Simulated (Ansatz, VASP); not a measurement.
## Ca in VASP and in Ansatz

POSCAR

```
Ca
1.0
   -2.2960000000      2.2960000000      2.3520000000
    2.2960000000     -2.2960000000      2.3520000000
    2.2960000000      2.2960000000     -2.3520000000
Ca
1
Direct
    0.0000000000      0.0000000000      0.0000000000
```

INCAR.step1

```
SYSTEM = Ca
PREC = Accurate
ENCUT = 550
ISMEAR = 0
SIGMA = 0.15
LREAL = .False.
LASPH = .True.
NELM = 120
NBANDS = 11
GGA = PE
ALGO = Normal
EDIFF = 1E-5
LWAVE = .True.
LCHARG = .False.
GGA_COMPAT = .False.
```

INCAR.step2

```
SYSTEM = Ca
PREC = Accurate
ENCUT = 550
EDIFF = 1E-6
ISMEAR = 0
SIGMA = 0.15
LREAL = .False.
LASPH = .True.
NELM = 120
ALGO = Normal
ISIF = 2
LWAVE = .False.
LCHARG = .True.
METAGGA = R2SCAN
LMIXTAU = .True.
LELF = .True.
LVHAR = .True.
NBANDS = 11
ISTART = 1
GGA_COMPAT = .False.
```

KPOINTS

```
regular mesh
0
Gamma
  16 16 16
  0 0 0
```

Input for Ansatz:

```yaml
crystal:
  lattice:
    - [-2.296, 2.296, 2.352]
    - [2.296, -2.296, 2.352]
    - [2.296, 2.296, -2.352]
  atoms:
    - { symbol: Ca, position: [0.0, 0.0, 0.0] }
basis:
  ecutwfc: 500
kpoints:
  mp_grid: { grid: [16, 16, 16] }
hamiltonian:
  xc: r2scan
scf:
  occupations: { method: gaussian, width: 0.15 }
output:
  forces: true
  stress: true
  eigenvalues: true
```

Change from the starting cell: strain +0.025 along x and y, +0.050 along z, atoms carried along.

Alike in both runs: task single point; functional r2SCAN; k mesh 16 × 16 × 16; occupations gaussian, width 0.15 eV; no spin polarisation.

|  | VASP | Ansatz |
| --- | --- | --- |
| version | VASP 6.6.1 | Ansatz 0.2.0 |
| potentials or method | VASP PAW PBE potentials, release 64 (Ca_sv), cutoff 550 eV | scalar-relativistic, plane waves, PAW |
| valence electrons in the cell | 10 | 10 |

|  | VASP | Ansatz | Ansatz less VASP |
| --- | --- | --- | --- |
| gap on the k mesh at the Fermi level (eV) | none | none | - |
| pressure (GPa) | -1.9 | -1.9 | -0.04 |

VASP's potentials were made for PBE, not for r2SCAN. A gap of «none» marks a metal or a gap that the smearing closes. With one functional, cell and mesh, what is left measures potentials, basis and numerics.
